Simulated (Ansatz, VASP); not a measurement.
# Two plane-wave programs on KRe

```
CELL_PARAMETERS angstrom
5.59193 0.00000 0.00000
-2.79596 4.84275 0.00000
0.00000 0.00000 5.82188
ATOMIC_POSITIONS crystal
K 0.50000 0.00000 0.00000
K 0.50000 0.50000 0.00000
K 0.00000 0.50000 0.00000
Re 0.00000 0.00000 0.00000
Re 0.33333 0.66667 0.50000
Re 0.66667 0.33333 0.50000
```

Alike in both runs: functional PBE; k mesh 3 × 3 × 4; occupations gaussian, width 0.1 eV; no spin polarisation.

Ansatz relaxed the structure, and its values are those at the end. VASP's run is a single point on that final structure, the one shown.

|  | VASP | Ansatz |
| --- | --- | --- |
| version | VASP 6.6.1 | Ansatz 0.2.0 |
| potentials or method | VASP PAW PBE potentials, release 64 (K_sv, Re), cutoff 520 eV | scalar-relativistic, plane waves, PAW |
| valence electrons in the cell | 48 | 72 |

Ansatz gave:

* gap on the k mesh at the Fermi level (eV): none
* pressure (GPa): -0.1

Problem. What did VASP give for the same quantities?

Solution. gap on the k mesh at the Fermi level (eV): none; pressure (GPa): 0.1.

A gap of «none» marks a metal or a gap that the smearing closes. The functional is the same, so the differences come from potentials, cutoffs and numerics. VASP's potentials hold 48 valence electrons a cell and Ansatz's 72, so a difference there can come from the potentials and not from the codes.

The k mesh is coarse, so the values compare programs but aren't converged. Neither program's run includes spin-orbit coupling.
